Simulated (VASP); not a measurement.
Write the native input for VASP 6.6.1 that does the following.

- Task: single point
- Functional: LDA
- Potentials or basis: VASP PAW LDA potentials, release 64 (Zr_sv, Pb_d, O)
- Cutoff: 520 eV
- k mesh: 8 × 8 × 8
- Occupations: gaussian, width 0.05 eV
- Spin: no spin polarisation
- Dipole correction: no
- Further INCAR settings: ALGO = Normal; EDIFF = 1e-06; NBANDS = 30

The structure of ZrPbO3 lies in POSCAR:

```
ZrPbO3
1.0
    4.4432324813      0.0000000000      0.0000000000
    0.0000000000      4.4432324813      0.0000000000
    0.0000000000      0.0000000000      3.7767476091
Zr Pb O
1 1 3
Direct
    0.0000000000      0.0000000000      0.0000000000
    0.5000000000      0.5000000000      0.5000000000
    0.5000000000      0.0000000000      0.0000000000
    0.0000000000      0.0000000000      0.5000000000
    0.0000000000      0.5000000000      0.0000000000
```

This cell differs from its parent crystal: ratio of the length along z to the lengths across it x 0.85, volume and fractional coordinates fixed.

These files were run (other wordings do the same):

INCAR

```
PREC = Accurate
ENCUT = 520
EDIFF = 1E-6
ISMEAR = 0
SIGMA = 0.05
LREAL = False
LASPH = True
NELM = 60
ALGO = Normal
ISIF = 2
LWAVE = False
LCHARG = False
GGA = CA
NBANDS = 30
```

KPOINTS

```
Automatic mesh
0
Gamma
  8 8 8
```

Potentials or basis: VASP PAW LDA potentials, release 64 (Zr_sv, Pb_d, O).

Command:

```sh
$ cat potpaw_LDA.64/Zr_sv/POTCAR potpaw_LDA.64/Pb_d/POTCAR potpaw_LDA.64/O/POTCAR > POTCAR
$ mpirun -np 1 vasp_std > vasp.out
```

Results of the run:

| Property | Result |
| --- | --- |
| Pressure | -3.8 GPa |
| Band gap on the k mesh | 1.18 eV, indirect (least direct gap 1.26 eV) |

Caveat: spin-orbit coupling is left out, which moves the levels of the heavy elements.

It took 55 s on 1 thread of Intel(R) Xeon(R) 6975P-C (Granite Rapids) (shared host), peak memory 0.27 GiB.
